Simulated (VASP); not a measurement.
Here is a VASP 6.6.1 calculation.

File INCAR:

```
PREC = Accurate ; ENCUT = 520
EDIFF = 1E-6 ; ISMEAR = 0
SIGMA = 0.1 ; LREAL = False
LASPH = True ; NELM = 150
ALGO = Normal ; ISIF = 2
LWAVE = False ; LCHARG = True
ISPIN = 2 ; MAGMOM = 1 1 0 0 0
LORBIT = 11 ; LMAXMIX = 4
GGA = PE ; LELF = True
LVHAR = True ; NBANDS = 32
```

KPOINTS

```
Automatic mesh
0
Gamma
  6 6 4
```

Contents of POSCAR:

```
Ti2SiSe2
1.0
    4.8094800787      0.0000000000      0.0000000000
   -2.4047400393      4.1651319271      0.0000000000
    0.0000000000      0.0000000000      6.9184464853
Ti Si Se
2 1 2
Direct
    0.0000000000      0.0000000000      0.8543656682
    0.0000000000      0.0000000000      0.1456343318
    0.0000000000      0.0000000000      0.5000000000
    0.3333333333      0.6666666667      0.5000000000
    0.6666666667      0.3333333333      0.5000000000
```

Potentials or basis: VASP PAW PBE potentials, release 64 (Ti_sv, Si, Se).

Command:

```bash
$ cat potpaw_PBE.64/Ti_sv/POTCAR potpaw_PBE.64/Si/POTCAR potpaw_PBE.64/Se/POTCAR > POTCAR
$ mpirun -np 1 vasp_std > vasp.out
```

(1) What does it give for the band gap on the k mesh?

(2) What does it give for the pressure?

(3) Predict the largest force.

(4) Estimate the net moment.

## Answers

(1) zero (filled and empty bands overlap).

(2) 0.3 GPa.

(3) 0.404 eV/Å.

(4) 0.00 μB per cell.

Caveat: atoms lie so close that the PAW spheres overlap strongly, which falsifies energies and pressures.
